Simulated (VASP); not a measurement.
Here is a VASP 6.6.1 calculation.

The input INCAR:

```
SYSTEM = GaP
ALGO = Normal ; EDIFF = 1E-7
ENCUT = 520 ; GGA = PE
ISIF = 2 ; ISMEAR = 0
LASPH = .TRUE. ; LCHARG = .FALSE.
LREAL = .FALSE. ; LWAVE = .FALSE.
NBANDS = 16 ; NELM = 80
PREC = Accurate ; SIGMA = 0.05
```

The input KPOINTS:

```
k-points
0
G
  10 10 10
  0 0 0
```

The input POSCAR:

```
GaP
1.0
    0.0000000000      2.6299828226      2.7012970651
    2.7012970651      0.0000000000      2.7012970651
    2.7012970651      2.6299828226      0.0000000000
Ga P
1 1
Direct
    0.0000000000      0.0000000000      0.0000000000
    0.7500000000      0.7500000000      0.7500000000
```

Potentials or basis: VASP PAW PBE potentials, release 64 (Ga_d, P).

Launch:

```console
$ cat potpaw_PBE.64/Ga_d/POTCAR potpaw_PBE.64/P/POTCAR > POTCAR
$ mpirun -np 1 vasp_std > vasp.out
```

(1) Predict the band gap on the k mesh.

(2) Predict the pressure.

## Answers

(1) 1.25 eV, indirect (least direct gap 2.17 eV).

(2) 7.7 GPa.
